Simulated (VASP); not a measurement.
# Si (Pm-3m) in VASP: further runs

Runs on Si. Level: PBE. Tasks: single point, relaxation of cell and atoms.

All numbers are computed with VASP 6.6.1; they aren't measurements. Logs are shortened: lines on timing, memory, paths and dates and some standing lists are left out, and cuts for length are marked.

### Step 1. The cell of the first run

The structure is cubic, space group Pm-3m (No. 221). The conventional cell has a = 2.534 Å, b = 2.534 Å, c = 2.534 Å, α = 90.00°, β = 90.00°, γ = 90.00°. Within 3.3 Å of Si (site symmetry m-3m) lie 6 Si at 2.53 Å.

### Step 2. Single point, PBE

The input, INCAR:

```
SYSTEM = Si
PREC = Accurate
ENCUT = 520
EDIFF = 1E-7
ISMEAR = -1
SIGMA = 0.05
LREAL = .FALSE.
LASPH = .TRUE.
NELM = 100
ALGO = Normal
ISIF = 2
LWAVE = .FALSE.
LCHARG = .TRUE.
GGA = PE
LELF = .TRUE.
LVHAR = .TRUE.
NBANDS = 8
```

The input, KPOINTS:

```
regular mesh
0
G
  10 10 10
  0 0 0
```

The input, POSCAR:

```
Si
1.0
    2.5337738505      0.0000000000      0.0000000000
    0.0000000000      2.5337738505      0.0000000000
    0.0000000000      0.0000000000      2.5337738505
Si
1
Direct
    0.0000000000      0.0000000000      0.0000000000
```

Potentials or basis: VASP PAW PBE potentials, release 64 (Si).

Run with:

```console
$ cat potpaw_PBE.64/Si/POTCAR > POTCAR
$ mpirun -np 1 vasp_std > vasp.out
```

OUTCAR:

```text
SYSTEM = Si
   PREC = Accurate
   ENCUT = 520
   EDIFF = 1E-7
   ISMEAR = -1
   LREAL = .FALSE.
   LASPH = .TRUE.
   NELM = 100
   ISIF = 2
   GGA = PE

 ion  position               nearest neighbor table
   1  0.000  0.000  0.000-

  LATTYP: Found a simple cubic cell.
 ALAT       =     2.5337738505

  Lattice vectors:

 A1 = (   2.5337738505,   0.0000000000,   0.0000000000)
 A2 = (   0.0000000000,   2.5337738505,   0.0000000000)
 A3 = (   0.0000000000,   0.0000000000,   2.5337738505)

Analysis of symmetry for initial positions (statically):
=====================================================================
 Subroutine PRICEL returns:
 Original cell was already a primitive cell.

 Routine SETGRP: Setting up the symmetry group for a
 simple cubic supercell.

 Subroutine GETGRP returns: Found 48 space group operations
 (whereof 48 operations were pure point group operations)
 out of a pool of 48 trial point group operations.

The static configuration has the point symmetry O_h .

Analysis of symmetry for dynamics (positions and initial velocities):
=====================================================================
 Subroutine PRICEL returns:
 Original cell was already a primitive cell.

 Routine SETGRP: Setting up the symmetry group for a
 simple cubic supercell.

 Subroutine GETGRP returns: Found 48 space group operations
 (whereof 48 operations were pure point group operations)
 out of a pool of 48 trial point group operations.

The dynamic configuration has the point symmetry O_h .

 Subroutine INISYM returns: Found 48 space group operations
 (whereof 48 operations are pure point group operations),
 and found     1 'primitive' translations

----------------------------------------------------------------------------------------

                                     Primitive cell

  volume of cell :      16.2669

  direct lattice vectors                    reciprocal lattice vectors
     2.533773850  0.000000000  0.000000000     0.394668214  0.000000000  0.000000000
     0.000000000  2.533773850  0.000000000     0.000000000  0.394668214  0.000000000
     0.000000000  0.000000000  2.533773850     0.000000000  0.000000000  0.394668214

  length of vectors
     2.533773850  2.533773850  2.533773850     0.394668214  0.394668214  0.394668214

  position of ions in fractional coordinates (direct lattice)
     0.000000000  0.000000000  0.000000000

  ion indices of the primitive-cell ions
   primitive index   ion index
                 1           1

----------------------------------------------------------------------------------------

 KPOINTS: regular mesh

Automatic generation of k-mesh.
 Grid dimensions read from file:
 generate k-points for:   10   10   10

 Generating k-lattice:

  Cartesian coordinates                     Fractional coordinates (reciprocal lattice)
     0.039466821  0.000000000  0.000000000     0.100000000  0.000000000  0.000000000
     0.000000000  0.039466821  0.000000000     0.000000000  0.100000000  0.000000000
     0.000000000  0.000000000  0.039466821     0.000000000  0.000000000  0.100000000

  Length of vectors
     0.039466821  0.039466821  0.039466821

  Shift w.r.t. Gamma in fractional coordinates (k-lattice)
     0.000000000  0.000000000  0.000000000

 Subroutine IBZKPT returns following result:
 ===========================================

 Found     56 irreducible k-points:

 Following reciprocal coordinates:
            Coordinates               Weight
  0.000000  0.000000  0.000000      1.000000
  0.100000  0.000000  0.000000      6.000000
  0.200000  0.000000  0.000000      6.000000
  0.300000  0.000000  0.000000      6.000000
  0.400000  0.000000  0.000000      6.000000
  0.500000  0.000000  0.000000      3.000000
[... 16 lines left out ...]
  0.200000  0.100000  0.100000     24.000000
  0.300000  0.100000  0.100000     24.000000
 [... further k-points ...]
   k-points           NKPTS =     56   k-points in BZ     NKDIM =     56   number of bands    NBANDS=      8
   number of dos      NEDOS =    301   number of ions     NIONS =      1
   total plane-waves  NPLWV =   8000
   dimension x,y,z NGX =    20 NGY =   20 NGZ =   20
   dimension x,y,z NGXF=    40 NGYF=   40 NGZF=   40
   ions per type =               1
   NGX,Y,Z   is equivalent  to a cutoff of  13.12, 13.12, 13.12 a.u.
   NGXF,Y,Z  is equivalent  to a cutoff of  26.24, 26.24, 26.24 a.u.
 SYSTEM =  Si
   PREC   = accura    normal or accurate (medium, high low for compatibility)
   ISTART =      0    job   : 0-new  1-cont  2-samecut
   ICHARG =      2    charge: 1-file 2-atom 10-const
   ISPIN  =      1    spin polarized calculation?
   LNONCOLLINEAR =      F non collinear calculations
   LSORBIT =      F    spin-orbit coupling
   LASPH  =      T    aspherical Exc in radial PAW
   ENCUT  =  520.0 eV  38.22 Ry    6.18 a.u.   4.71  4.71  4.71*2*pi/ulx,y,z
   NELM   =    100;   NELMIN=  2; NELMDL= -5     # of ELM steps
   EDIFF  = 0.1E-06   stopping-criterion for ELM
   LREAL  =      F    real-space projection
   EDIFFG = 0.1E-05   stopping-criterion for IOM
   NSW    =      0    number of steps for IOM
   IBRION =     -1    ionic relax: 0-MD 1-quasi-New 2-CG
   NFREE  =      0    steps in history (QN), initial steepest desc. (CG)
   ISIF   =      2    stress and relaxation
   ISYM   =      2    0-nonsym 1-usesym 2-fastsym
   POTIM  = 0.5000    time-step for ionic-motion
   TEBEG  =    0.0;   TEEND  =   0.0 temperature during run
   PSTRESS=    0.0 pullay stress
   NELECT =       4.0000    total number of electrons
   NUPDOWN=      -1.0000    fix difference up-down
   EMIN   =  10.00;   EMAX   =-10.00  energy-range for DOS
   EFERMI =   0.00;   METHOD = LEGACY
   ISMEAR =    -1;   SIGMA  =   0.05  broadening in eV -4-tet -1-fermi 0-gaus
   EFERMI_NEDOS =   21; number of points for ismear=-14 and -15
   IALGO  =     38    algorithm
   IMIX   =      4    mixing-type and parameters
     AMIX     =   0.40;   BMIX     =  1.00
     AMIX_MAG =   1.60;   BMIX_MAG =  1.00
  volume/ion in A,a.u.               =      16.27       109.77
  Fermi-wavevector in a.u.,A,eV,Ry     =   1.025637  1.938173 14.312391  1.051931
  Thomas-Fermi vector in A             =   2.159488
   LORBIT       =      0    0 simple, 1 ext, 2 COOP (PROOUT), +10 PAW based schemes
   GGA     = PE    functional components
   LHFCALC =     F    Hartree Fock is set to
   AEXX    =    0.0000 exact exchange contribution
   IVDW    =     0    specifies the selected vdW correction
   LEPSILON=     F    determine dielectric tensor
   LRPA    =     F    only Hartree local field effects (RPA)
 non-spin polarized calculation
  energy-cutoff  :      520.00
  volume of cell :       16.27
 maximum number of plane-waves:       461
 NGX is ok and might be reduce to    20
   NGX =  9   NGY =  9   NGZ =  9

 number of electron       4.0000000 magnetization

 Free energy of the ion-electron system (eV)
  ---------------------------------------------------
  ext. energy  EPLUGINS =         0.00000000
  ---------------------------------------------------
  free energy    TOTEN  =        -5.10889307 eV

  energy without entropy =       -5.10762118  energy(sigma->0) =       -5.10825713

 E-fermi :   8.1949     XC(G=0): -10.5966

 val. band max:        8.1231459937   @ k =   0.5000   0.5000   0.4000
 cond. band min:       8.5288067955   @ k =   0.4000   0.4000   0.4000
 fundamental gap:      0.4056608019
 Fermi energy:         8.1949256223

 k-point     1 :       0.0000    0.0000    0.0000
  band No.  band energies     occupation
      1      -4.9404      2.00000
      2      15.6567      0.00000
      3      15.6567      0.00000
      4      15.8715      0.00000
      5      15.8715      0.00000
      6      15.8715      0.00000
      7      23.8426      0.00000
      8      32.8750      0.00000

 k-point     2 :       0.1000    0.0000    0.0000
  band No.  band energies     occupation
      1      -4.7192      2.00000
      2      12.3297      0.00000
      3      15.8347      0.00000
      4      16.0545      0.00000
      5      16.0545      0.00000
      6      18.8392      0.00000
      7      24.6754      0.00000
      8      31.3933      0.00000

 k-point     3 :       0.2000    0.0000    0.0000
  band No.  band energies     occupation
      1      -4.0600      2.00000
      2       8.9919      0.00000
      3      16.3469      0.00000
      4      16.5968      0.00000
      5      16.5968      0.00000
      6      21.0141      0.00000
      7      27.1070      0.00000
      8      28.6856      0.00000

 k-point     4 :       0.3000    0.0000    0.0000
  band No.  band energies     occupation
      1      -2.9788      2.00000
      2       5.9365      2.00000
      3      17.1082      0.00000
      4      17.4688      0.00000
      5      17.4688      0.00000
      6      22.6573      0.00000
      7      26.0285      0.00000
      8      26.0285      0.00000

 k-point     5 :       0.4000    0.0000    0.0000
  band No.  band energies     occupation
      1      -1.5381      2.00000
      2       3.2930      2.00000
      3      17.8973      0.00000
      4      18.5493      0.00000
      5      18.5493      0.00000
      6      23.8287      0.00000
      7      23.8287      0.00000
      8      24.2478      0.00000
[... 177 lines left out ...]
 k-point    22 :       0.1000    0.1000    0.1000
  band No.  band energies     occupation
      1      -4.2775      2.00000
      2      12.2151      0.00000
      3      12.2151      0.00000
      4      14.6506      0.00000
      5      20.4405      0.00000
      6      20.4405      0.00000
      7      25.6638      0.00000
      8      29.5223      0.00000

 k-point    23 :       0.2000    0.1000    0.1000
  band No.  band energies     occupation
      1      -3.6193      2.00000
      2       9.3046      0.00000
      3      12.7622      0.00000
      4      14.8434      0.00000
      5      20.9175      0.00000
      6      23.0305      0.00000
      7      26.3172      0.00000
      8      26.5056      0.00000

 k-point    24 :       0.3000    0.1000    0.1000
  band No.  band energies     occupation
      1      -2.5398      2.00000
      2       6.3205      2.00000
      3      13.6167      0.00000
      4      15.7533      0.00000
      5      21.5604      0.00000
      6      23.2830      0.00000
      7      23.8095      0.00000
      8      25.9294      0.00000

 [... further k-points ...]
[... 5 lines left out ...]
  --------------------------------------------------------------------------------------
  -------------------------------------------------------------------------------------
  Total        0.0021464      0.0021464      0.0021464      0.0000000      0.0000000     -0.0000000
  in kB        0.2114105      0.2114105      0.2114105      0.0000000      0.0000000     -0.0000000
  external PRESSURE =       0.2114105 kB  Pullay stress =       0.0000000 kB

 VOLUME and BASIS-vectors are now :
 -----------------------------------------------------------------------------
  energy-cutoff  :      520.00
  volume of cell :       16.27
      direct lattice vectors                 reciprocal lattice vectors
     2.533773850  0.000000000  0.000000000     0.394668214  0.000000000  0.000000000
     0.000000000  2.533773850  0.000000000     0.000000000  0.394668214  0.000000000
     0.000000000  0.000000000  2.533773850     0.000000000  0.000000000  0.394668214

 POSITION                                       TOTAL-FORCE (eV/Angst)
 -----------------------------------------------------------------------------------
      0.00000      0.00000      0.00000         0.000000      0.000000      0.000000
 -----------------------------------------------------------------------------------
    total drift:                               -0.000000     -0.000000      0.000000

  FREE ENERGIE OF THE ION-ELECTRON SYSTEM (eV)
  ---------------------------------------------------
  free  energy   TOTEN  =        -5.1088930726 eV

  energy  without entropy=       -5.1076211805  energy(sigma->0) =       -5.10825713
```

Wall time 3.5 s (1 thread of Intel Xeon Platinum 8488C (Sapphire Rapids), shared host); peak memory 0.11 GiB.

Results:

* Free energy: -5.1089 eV
* Pressure: 0.0 GPa
* Band gap on the k mesh: zero (band 2 reaches 15.66 eV, above the bottom of band 3 at 5.35 eV)

### Step 3. Single point, PBE

This run uses another cell than the first one, of 16.59 Å³/atom, 1.020 times its volume.

The input, INCAR:

```
SYSTEM = Si
PREC     = Accurate       ! precision mode
ENCUT    = 520            ! plane-wave cutoff, eV
EDIFF    = 1E-6           ! SCF threshold, eV
ISMEAR   = -1             ! smearing method
SIGMA    = 0.05           ! smearing width, eV
LREAL    = .False.        ! projectors in reciprocal space
LASPH    = .True.         ! aspherical terms in the spheres
NELM     = 60             ! most SCF steps
ALGO     = Normal         ! electronic algorithm
ISIF     = 2              ! what is computed and relaxed
LWAVE    = .False.        ! write WAVECAR
LCHARG   = .False.        ! write CHGCAR
GGA      = PE             ! functional
NBANDS   = 8              ! bands
```

The input, KPOINTS:

```
regular mesh
0
Gamma
  10 10 10
  0 0 0
```

The input, POSCAR:

```
Si
1.0
    2.5505542988      0.0000000000      0.0000000000
    0.0000000000      2.5505542988      0.0000000000
    0.0000000000      0.0000000000      2.5505542988
Si
1
Direct
    0.0000000000      0.0000000000      0.0000000000
```

Potentials or basis: VASP PAW PBE potentials, release 64 (Si).

Run with:

```console
$ cat potpaw_PBE.64/Si/POTCAR > POTCAR
$ mpirun -np 1 vasp_std > vasp.out
```

It took 3.3 s on 1 thread of Intel Xeon Platinum 8488C (Sapphire Rapids), shared host; peak memory 0.11 GiB.

Results (log left out):

| Quantity | Value |
| --- | --- |
| Free energy | -5.1069 eV |
| Pressure | -1.9 GPa |
| Band gap on the k mesh | zero (band 2 reaches 15.41 eV, above the bottom of band 3 at 5.17 eV) |

Levels at points of the mesh, in eV from the Fermi level:
```
           k point  band 1  band 2  band 3  band 4  band 5
(0.00, 0.00, 0.00)  -12.96    7.46    7.46    7.55    7.55
(0.50, 0.00, 0.00)   -8.49   -6.33   10.03   10.82   10.82
(0.50, 0.50, 0.00)   -3.51   -2.78   -2.78    1.63   13.97
(0.50, 0.50, 0.50)    0.55    0.55    0.55    3.25    5.20
```

### Step 4. Relaxation of cell and atoms, PBE

This run uses another cell than the first one, of 16.97 Å³/atom, 1.044 times its volume.

The input, INCAR:

```
PREC = Accurate
ENCUT = 600
EDIFF = 1E-7
ISMEAR = -1
SIGMA = 0.05
LREAL = F
LASPH = T
NELM = 60
ALGO = Normal
ISIF = 3
LWAVE = F
LCHARG = F
GGA = PE
IBRION = 2
NSW = 80
EDIFFG = -0.02
```

The input, KPOINTS:

```
Automatic mesh
0
Gamma
  10 10 10
```

The input, POSCAR:

```
Si
1.0
    2.5700000000      0.0000000000      0.0000000000
    0.0000000000      2.5700000000      0.0000000000
    0.0000000000      0.0000000000      2.5700000000
Si
1
Direct
    0.0000000000      0.0000000000      0.0000000000
```

Run with:

```console
$ cat potpaw_PBE.64/Si/POTCAR > POTCAR
$ mpirun -np 1 vasp_std > vasp.out
```

Wall time 7.9 s (1 thread of Intel Xeon Platinum 8488C (Sapphire Rapids), shared host); peak memory 0.13 GiB.

The run converged. Its results:

```yaml
Free_energy: -5.1090 eV
Relaxed_volume: 16.27 Å³/atom
Relaxed_cell: a = 2.534 Å, b = 2.534 Å, c = 2.534 Å, α = 90.00°, β = 90.00°, γ = 90.00°
Space_group_after_relaxing_to_0.05_Å: Pm-3m (No. 221)
Energy_gained_by_relaxing: 9.1 meV/atom
Ionic_steps: 3
Pressure_after_relaxing: 0.0 GPa
Band_gap_on_the_k_mesh: zero (band 2 reaches 15.65 eV, above the bottom of band 3 at 5.35 eV)
```

The path:
```
step  energy change (eV)  largest force (eV/Å)  pressure (GPa)  volume (Å³)
   1              0.0000                0.0000           -4.00        16.97
   2             -0.0071                0.0000            2.12        15.96
   3             -0.0091                0.0000            0.01        16.27
```

Final structure:
```
CELL_PARAMETERS angstrom
2.53398 0.00000 0.00000
0.00000 2.53398 0.00000
0.00000 0.00000 2.53398
ATOMIC_POSITIONS crystal
Si 0.00000 0.00000 0.00000
```

Levels at points of the mesh, in eV from the Fermi level:
| k point | band 1 | band 2 | band 3 | band 4 | band 5 |
| --- | --- | --- | --- | --- | --- |
| (0.00, 0.00, 0.00) | -13.13 | 7.46 | 7.46 | 7.68 | 7.68 |
| (0.50, 0.00, 0.00) | -8.56 | -6.47 | 10.07 | 11.03 | 11.03 |
| (0.50, 0.50, 0.00) | -3.47 | -2.84 | -2.84 | 1.54 | 14.27 |
| (0.50, 0.50, 0.50) | 0.56 | 0.56 | 0.56 | 3.51 | 5.16 |

### Step 5. Overview

```csv
task,cell,cutoff (eV),gap on the mesh (eV),pressure (GPa)
single point,"a = 2.534 Å, 1 atom",520,none,0.0
single point,"a = 2.551 Å, 1 atom",520,none,-1.9
relaxation of cell and atoms,"relaxed from a = 2.570 Å, 1 atom",600,none,0.0
```

Alike in all rows: level PBE; potentials or basis VASP PAW PBE potentials, release 64 (Si); no spin polarisation; k mesh 10 × 10 × 10; smearing fermi-dirac 0.05 eV.

Absolute energies hang on the potentials; compare differences alone.
